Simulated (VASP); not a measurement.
# PbSe: band structure with HSE03

Crystal: PbSe.

```
Pb Se
1.0
     0.00000    3.06065    3.06065
     3.06065    0.00000    3.06065
     3.06065    3.06065    0.00000
Pb Se
1 1
Direct
  0.00000 0.00000 0.00000
  0.50000 0.50000 0.50000
```

```yaml
Program: VASP 6.6.1
Task: band structure
Functional: HSE03
Potentials_or_basis: VASP PAW PBE potentials, release 64 (Pb_d, Se)
Cutoff: 520 eV
k_mesh: 6 × 6 × 6
Occupations: gaussian, width 0.02 eV
Spin: no spin polarisation
Grid_for_exact_exchange_PRECFOCK: Fast
Further_INCAR_settings: ALGO = Normal; EDIFF = 1e-07; NBANDS = 17
Share_of_exact_exchange: 0.25
Screening_parameter: 0.3 1/Å
```

```
Pressure                : 1.3 GPa
Band gap on the k mesh  : 0.58 eV
Band gap along the path : 0.58 eV
```

Levels at the corners of the path, in eV from the valence-band top:
| point | band 7 | band 8 | band 9 | band 10 | band 11 | band 12 | band 13 | band 14 |
| --- | --- | --- | --- | --- | --- | --- | --- | --- |
| Γ | -6.59 | -2.16 | -2.16 | -2.16 | 5.29 | 5.29 | 5.29 | 6.98 |
| X | -7.82 | -5.50 | -3.61 | -3.61 | 4.02 | 6.25 | 6.25 | 6.71 |
| X | -7.82 | -5.50 | -3.61 | -3.61 | 4.02 | 6.25 | 6.25 | 6.71 |
| W | -8.57 | -4.68 | -4.68 | -0.95 | 2.26 | 5.46 | 5.46 | 8.36 |
| W | -8.57 | -4.68 | -4.68 | -0.95 | 2.26 | 5.46 | 5.46 | 8.36 |
| K | -8.60 | -5.05 | -3.06 | -2.62 | 3.82 | 4.49 | 6.03 | 6.31 |
| K | -8.60 | -5.05 | -3.06 | -2.62 | 3.82 | 4.49 | 6.03 | 6.31 |
| Γ | -6.59 | -2.16 | -2.16 | -2.16 | 5.29 | 5.29 | 5.29 | 6.98 |
| Γ | -6.59 | -2.16 | -2.16 | -2.16 | 5.29 | 5.29 | 5.29 | 6.98 |
| L | -9.50 | -1.75 | -1.75 | 0.00 | 0.58 | 2.02 | 2.02 | 9.14 |
| L | -9.50 | -1.75 | -1.75 | 0.00 | 0.58 | 2.02 | 2.02 | 9.14 |
| U | -8.60 | -5.05 | -3.06 | -2.62 | 3.82 | 4.49 | 6.03 | 6.31 |
| U | -8.60 | -5.05 | -3.06 | -2.62 | 3.82 | 4.49 | 6.03 | 6.31 |
| W | -8.57 | -4.68 | -4.68 | -0.95 | 2.26 | 5.46 | 5.46 | 8.36 |
| W | -8.57 | -4.68 | -4.68 | -0.95 | 2.26 | 5.46 | 5.46 | 8.36 |
| L | -9.50 | -1.75 | -1.75 | 0.00 | 0.58 | 2.02 | 2.02 | 9.14 |
| L | -9.50 | -1.75 | -1.75 | 0.00 | 0.58 | 2.02 | 2.02 | 9.14 |
| K | -8.60 | -5.05 | -3.06 | -2.62 | 3.82 | 4.49 | 6.03 | 6.31 |
| U | -8.60 | -5.05 | -3.06 | -2.62 | 3.82 | 4.49 | 6.03 | 6.31 |
| X | -7.82 | -5.50 | -3.61 | -3.61 | 4.02 | 6.25 | 6.25 | 6.71 |

Run time: 47 min on 4 MPI ranks on Intel(R) Xeon(R) Platinum 8488C (Sapphire Rapids), with other jobs on the host, peak memory 0.39 GiB a rank.

Caveat: the PAW data sets were made with another functional, which shifts forces and pressure a little; spin-orbit coupling is left out, which moves the levels of the heavy elements.
